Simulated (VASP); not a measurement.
# Sr (Pm-3m) in VASP: single point with PBEsol

Aim: the single point of Sr with PBEsol.

Everything below comes from runs of VASP 6.6.1. Logs are shortened: lines on timing, memory, paths and dates and some standing lists are left out, and cuts for length are marked.

## Step 1: The cell of the first run

Symmetry: Pm-3m, No. 221, cubic system. The conventional cell has a = 5.717 Å, b = 5.717 Å, c = 5.717 Å, α = 90.00°, β = 90.00°, γ = 90.00°.

This isn't the form of Sr at room conditions, which is fcc.

## Step 2: Single point, PBEsol

Input file INCAR:

```
PREC     = Accurate       # precision mode
ENCUT    = 520            # plane-wave cutoff, eV
EDIFF    = 1E-7           # SCF threshold, eV
ISMEAR   = 1              # smearing method
SIGMA    = 0.1            # smearing width, eV
LREAL    = F              # projectors in reciprocal space
LASPH    = T              # aspherical terms in the spheres
NELM     = 80             # most SCF steps
ALGO     = Normal         # electronic algorithm
ISIF     = 2              # what is computed and relaxed
LWAVE    = F              # write WAVECAR
LCHARG   = F              # write CHGCAR
GGA      = PS             # functional
NBANDS   = 11             # bands
```

Input file KPOINTS:

```
regular mesh
0
Gamma
  4 4 4
```

Input file POSCAR:

```
Sr
1.0
    5.7167700000      0.0000000000      0.0000000000
    0.0000000000      5.7167700000      0.0000000000
    0.0000000000      0.0000000000      5.7167700000
Sr
1
Direct
    0.0000000000      0.0000000000      0.0000000000
```

Potentials or basis: VASP PAW PBE potentials, release 64 (Sr_sv).

The run is started by

```bash
$ cat potpaw_PBE.64/Sr_sv/POTCAR > POTCAR
$ mpirun -np 1 vasp_std > vasp.out
```

OUTCAR:

```text
PREC = Accurate
   ENCUT = 520
   EDIFF = 1E-7
   ISMEAR = 1
   LREAL = F
   LASPH = T
   NELM = 80
   ISIF = 2
   GGA = PS

 ion  position               nearest neighbor table
   1  0.000  0.000  0.000-

  LATTYP: Found a simple cubic cell.
 ALAT       =     5.7167700000

  Lattice vectors:

 A1 = (   5.7167700000,   0.0000000000,   0.0000000000)
 A2 = (   0.0000000000,   5.7167700000,   0.0000000000)
 A3 = (   0.0000000000,   0.0000000000,   5.7167700000)

Analysis of symmetry for initial positions (statically):
=====================================================================
 Subroutine PRICEL returns:
 Original cell was already a primitive cell.

 Routine SETGRP: Setting up the symmetry group for a
 simple cubic supercell.

 Subroutine GETGRP returns: Found 48 space group operations
 (whereof 48 operations were pure point group operations)
 out of a pool of 48 trial point group operations.

The static configuration has the point symmetry O_h .

Analysis of symmetry for dynamics (positions and initial velocities):
=====================================================================
 Subroutine PRICEL returns:
 Original cell was already a primitive cell.

 Routine SETGRP: Setting up the symmetry group for a
 simple cubic supercell.

 Subroutine GETGRP returns: Found 48 space group operations
 (whereof 48 operations were pure point group operations)
 out of a pool of 48 trial point group operations.

The dynamic configuration has the point symmetry O_h .

 Subroutine INISYM returns: Found 48 space group operations
 (whereof 48 operations are pure point group operations),
 and found     1 'primitive' translations

----------------------------------------------------------------------------------------

                                     Primitive cell

  volume of cell :     186.8324

  direct lattice vectors                    reciprocal lattice vectors
     5.716770000  0.000000000  0.000000000     0.174923952  0.000000000  0.000000000
     0.000000000  5.716770000  0.000000000     0.000000000  0.174923952  0.000000000
     0.000000000  0.000000000  5.716770000     0.000000000  0.000000000  0.174923952

  length of vectors
     5.716770000  5.716770000  5.716770000     0.174923952  0.174923952  0.174923952

  position of ions in fractional coordinates (direct lattice)
     0.000000000  0.000000000  0.000000000

  ion indices of the primitive-cell ions
   primitive index   ion index
                 1           1

----------------------------------------------------------------------------------------

 KPOINTS: regular mesh

Automatic generation of k-mesh.
 Grid dimensions read from file:
 generate k-points for:    4    4    4

 Generating k-lattice:

  Cartesian coordinates                     Fractional coordinates (reciprocal lattice)
     0.043730988  0.000000000  0.000000000     0.250000000  0.000000000  0.000000000
     0.000000000  0.043730988  0.000000000     0.000000000  0.250000000  0.000000000
     0.000000000  0.000000000  0.043730988     0.000000000  0.000000000  0.250000000

  Length of vectors
     0.043730988  0.043730988  0.043730988

  Shift w.r.t. Gamma in fractional coordinates (k-lattice)
     0.000000000  0.000000000  0.000000000

 Subroutine IBZKPT returns following result:
 ===========================================

 Found     10 irreducible k-points:

 Following reciprocal coordinates:
            Coordinates               Weight
  0.000000  0.000000  0.000000      1.000000
  0.250000  0.000000  0.000000      6.000000
  0.500000  0.000000  0.000000      3.000000
  0.250000  0.250000  0.000000     12.000000
  0.500000  0.250000  0.000000     12.000000
  0.500000  0.500000  0.000000      3.000000
  0.250000  0.250000  0.250000      8.000000
  0.500000  0.250000  0.250000     12.000000
  0.500000  0.500000  0.250000      6.000000
  0.500000  0.500000  0.500000      1.000000
   k-points           NKPTS =     10   k-points in BZ     NKDIM =     10   number of bands    NBANDS=     11
   number of dos      NEDOS =    301   number of ions     NIONS =      1
   total plane-waves  NPLWV = 110592
   dimension x,y,z NGX =    48 NGY =   48 NGZ =   48
   dimension x,y,z NGXF=    96 NGYF=   96 NGZF=   96
   ions per type =               1
   NGX,Y,Z   is equivalent  to a cutoff of  13.96, 13.96, 13.96 a.u.
   NGXF,Y,Z  is equivalent  to a cutoff of  27.92, 27.92, 27.92 a.u.
 SYSTEM =  unknown system
   PREC   = accura    normal or accurate (medium, high low for compatibility)
   ISTART =      0    job   : 0-new  1-cont  2-samecut
   ICHARG =      2    charge: 1-file 2-atom 10-const
   ISPIN  =      1    spin polarized calculation?
   LNONCOLLINEAR =      F non collinear calculations
   LSORBIT =      F    spin-orbit coupling
   LASPH  =      T    aspherical Exc in radial PAW
   ENCUT  =  520.0 eV  38.22 Ry    6.18 a.u.  10.63 10.63 10.63*2*pi/ulx,y,z
   NELM   =     80;   NELMIN=  2; NELMDL= -5     # of ELM steps
   EDIFF  = 0.1E-06   stopping-criterion for ELM
   LREAL  =      F    real-space projection
   EDIFFG = 0.1E-05   stopping-criterion for IOM
   NSW    =      0    number of steps for IOM
   IBRION =     -1    ionic relax: 0-MD 1-quasi-New 2-CG
   NFREE  =      0    steps in history (QN), initial steepest desc. (CG)
   ISIF   =      2    stress and relaxation
   ISYM   =      2    0-nonsym 1-usesym 2-fastsym
   POTIM  = 0.5000    time-step for ionic-motion
   TEBEG  =    0.0;   TEEND  =   0.0 temperature during run
   PSTRESS=    0.0 pullay stress
   NELECT =      10.0000    total number of electrons
   NUPDOWN=      -1.0000    fix difference up-down
   EMIN   =  10.00;   EMAX   =-10.00  energy-range for DOS
   EFERMI =   0.00;   METHOD = LEGACY
   ISMEAR =     1;   SIGMA  =   0.10  broadening in eV -4-tet -1-fermi 0-gaus
   EFERMI_NEDOS =   21; number of points for ismear=-14 and -15
   IALGO  =     38    algorithm
   IMIX   =      4    mixing-type and parameters
     AMIX     =   0.40;   BMIX     =  1.00
     AMIX_MAG =   1.60;   BMIX_MAG =  1.00
  volume/ion in A,a.u.               =     186.83      1260.81
  Fermi-wavevector in a.u.,A,eV,Ry     =   0.616961  1.165887  5.178927  0.380640
  Thomas-Fermi vector in A             =   1.674876
   LORBIT       =      0    0 simple, 1 ext, 2 COOP (PROOUT), +10 PAW based schemes
   GGA     = PS    functional components
   LHFCALC =     F    Hartree Fock is set to
   AEXX    =    0.0000 exact exchange contribution
   IVDW    =     0    specifies the selected vdW correction
   LEPSILON=     F    determine dielectric tensor
   LRPA    =     F    only Hartree local field effects (RPA)
 non-spin polarized calculation
 Methfessel and Paxton  Order N= 1 SIGMA  =   0.10
  energy-cutoff  :      520.00
  volume of cell :      186.83
 maximum number of plane-waves:      5056
 NGX is ok and might be reduce to    48
   NGX = 21   NGY = 21   NGZ = 21

 number of electron      10.0000000 magnetization

 Free energy of the ion-electron system (eV)
  ---------------------------------------------------
  ext. energy  EPLUGINS =         0.00000000
  ---------------------------------------------------
  free energy    TOTEN  =        -0.39019049 eV

  energy without entropy =       -0.38979592  energy(sigma->0) =       -0.39005897

 E-fermi :  -1.1115     XC(G=0):  -4.3022

 val. band max:       -1.1158099668   @ k =   0.5000   0.0000   0.0000
 cond. band min:      -0.9375383750   @ k =   0.5000   0.2500   0.0000
 fundamental gap:      0.1782715919
 Fermi energy:        -1.1114709389

 k-point     1 :       0.0000    0.0000    0.0000
  band No.  band energies     occupation
      1     -39.3292      2.00000
      2     -21.2542      2.00000
      3     -21.2542      2.00000
      4     -21.2542      2.00000
      5      -3.0659      2.00000
      6      -0.3057     -0.00000
      7      -0.3057     -0.00000
      8       0.8509     -0.00000
      9       0.8509     -0.00000
     10       0.8509     -0.00000
     11       1.8322      0.00000

 k-point     2 :       0.2500    0.0000    0.0000
  band No.  band energies     occupation
      1     -39.3292      2.00000
      2     -21.2554      2.00000
      3     -21.2541      2.00000
      4     -21.2541      2.00000
      5      -2.7924      2.00000
      6      -0.5186     -0.00000
      7      -0.2361     -0.00000
      8       0.6078     -0.00000
      9       0.6078     -0.00000
     10       0.8694     -0.00000
     11       0.9975      0.00000

 k-point     3 :       0.5000    0.0000    0.0000
  band No.  band energies     occupation
      1     -39.3292      2.00000
      2     -21.2567      2.00000
      3     -21.2540      2.00000
      4     -21.2540      2.00000
      5      -2.3459      2.00000
      6      -1.1158      1.07336
      7      -0.1600     -0.00000
      8       0.4428     -0.00000
      9       0.4428     -0.00000
     10       0.8882     -0.00000
     11       0.9039      0.00000

 k-point     4 :       0.2500    0.2500    0.0000
  band No.  band energies     occupation
      1     -39.3292      2.00000
      2     -21.2554      2.00000
      3     -21.2553      2.00000
      4     -21.2540      2.00000
      5      -2.5123      2.00000
      6      -0.3787     -0.00000
      7      -0.3672     -0.00000
      8       0.2518     -0.00000
      9       0.6120     -0.00000
     10       0.6820     -0.00000
     11       1.1814      0.00000
[... 43 lines left out ...]
 k-point     8 :       0.5000    0.2500    0.2500
  band No.  band energies     occupation
      1     -39.3291      2.00000
      2     -21.2565      2.00000
      3     -21.2552      2.00000
      4     -21.2552      2.00000
      5      -1.7274      2.00000
      6      -0.7733     -0.00002
      7      -0.0267     -0.00000
      8       0.0685     -0.00000
      9       0.2955     -0.00000
     10       0.4026     -0.00000
     11       0.9091      0.00000

 k-point     9 :       0.5000    0.5000    0.2500
  band No.  band energies     occupation
      1     -39.3291      2.00000
      2     -21.2564      2.00000
      3     -21.2564      2.00000
      4     -21.2551      2.00000
      5      -1.1742      1.86416
      6      -0.3756     -0.00000
      7      -0.3278     -0.00000
      8      -0.3278     -0.00000
      9       0.4207     -0.00000
     10       0.4207     -0.00000
     11       0.6617     -0.00000

 k-point    10 :       0.5000    0.5000    0.5000
  band No.  band energies     occupation
      1     -39.3291      2.00000
      2     -21.2564      2.00000
      3     -21.2564      2.00000
      4     -21.2564      2.00000
      5      -0.3840     -0.00000
      6      -0.2288     -0.00000
      7      -0.2288     -0.00000
      8      -0.2288     -0.00000
      9       0.2963     -0.00000
     10       0.2963     -0.00000
     11       0.2963     -0.00000

------------------------ aborting loop because EDIFF is reached ----------------------------------------

  FORCE on cell =-STRESS in cart. coord.  units (eV):
  Direction    XX          YY          ZZ          XY          YZ          ZX
  --------------------------------------------------------------------------------------
  -------------------------------------------------------------------------------------
  Total       -0.7554918     -0.7554918     -0.7554918      0.0000000     -0.0000000      0.0000000
  in kB       -6.4787047     -6.4787047     -6.4787047      0.0000000     -0.0000000      0.0000000
  external PRESSURE =      -6.4787047 kB  Pullay stress =       0.0000000 kB

 VOLUME and BASIS-vectors are now :
 -----------------------------------------------------------------------------
  energy-cutoff  :      520.00
  volume of cell :      186.83
      direct lattice vectors                 reciprocal lattice vectors
     5.716770000  0.000000000  0.000000000     0.174923952  0.000000000  0.000000000
     0.000000000  5.716770000  0.000000000     0.000000000  0.174923952  0.000000000
     0.000000000  0.000000000  5.716770000     0.000000000  0.000000000  0.174923952

 POSITION                                       TOTAL-FORCE (eV/Angst)
 -----------------------------------------------------------------------------------
      0.00000      0.00000      0.00000         0.000000      0.000000      0.000000
 -----------------------------------------------------------------------------------
    total drift:                                0.000000      0.000000     -0.000000

  FREE ENERGIE OF THE ION-ELECTRON SYSTEM (eV)
  ---------------------------------------------------
  free  energy   TOTEN  =        -0.3901904906 eV

  energy  without entropy=       -0.3897959173  energy(sigma->0) =       -0.39005897
```

Run time: 50 s. Hardware: 1 thread of Intel Xeon 8259CL, shared host; peak memory 0.32 GiB.

What came out:

| Property | Result |
| --- | --- |
| Free energy | -0.3902 eV |
| Pressure | -0.6 GPa |
| Band gap on the k mesh | zero (bands 5 and 6 overlap by 0.73 eV) |

Levels at points of the mesh, in eV from the Fermi level:
```csv
k point,band 2,band 3,band 4,band 5,band 6,band 7,band 8,band 9
"(0.00, 0.00, 0.00)",-20.14,-20.14,-20.14,-1.95,0.81,0.81,1.96,1.96
"(0.50, 0.00, 0.00)",-20.15,-20.14,-20.14,-1.23,0.00,0.95,1.55,1.55
"(0.50, 0.50, 0.00)",-20.15,-20.15,-20.14,-0.45,0.61,0.71,0.71,1.64
"(0.50, 0.50, 0.50)",-20.14,-20.14,-20.14,0.73,0.88,0.88,0.88,1.41
```

Caveat: the PAW data sets were made with another functional, which shifts forces and pressure a little.

The gap in the log of VASP goes by the Fermi energy; the results here count the filled bands.